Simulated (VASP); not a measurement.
Here is a VASP 6.6.1 calculation.

INCAR

```
PREC = Accurate
ENCUT = 600
EDIFF = 1E-6
ISMEAR = 0
SIGMA = 0.1
LREAL = False
LASPH = True
NELM = 80
ALGO = Normal
ISIF = 3
LWAVE = False
LCHARG = False
IBRION = 2
NSW = 100
EDIFFG = -0.05
```

File KPOINTS:

```
regular mesh
0
Gamma
  8 8 4
```

The input POSCAR:

```
Au
1.0
    1.4113099650     -2.5559330250      0.0000000000
    1.4113099650      2.5559330250      0.0000000000
    0.0000000000      0.0000000000      4.8931696100
Au
2
Direct
    0.6653279700      0.3346720300      0.2500000000
    0.3346720300      0.6653279700      0.7500000000
```

Potentials or basis: VASP PAW LDA potentials, release 64 (Au).

Command:

```console
$ cat potpaw_LDA.64/Au/POTCAR > POTCAR
$ mpirun -np 1 vasp_std > vasp.out
```

(1) Predict the band gap on the k mesh.

(2) Estimate the relaxed cell.

(3) What does it give for the relaxed volume?

(4) Predict the space group after relaxing (to 0.05 Å).

Results:

(1) zero (band 11 reaches 12.96 eV, above the bottom of band 12 at 7.06 eV).

(2) a = 2.929 Å, b = 2.929 Å, c = 4.690 Å, α = 90.00°, β = 90.00°, γ = 123.80°.

(3) 16.71 Å³/atom.

(4) Cmcm (No. 63).

Caveat: spin-orbit coupling is left out, which moves the levels of the heavy elements.
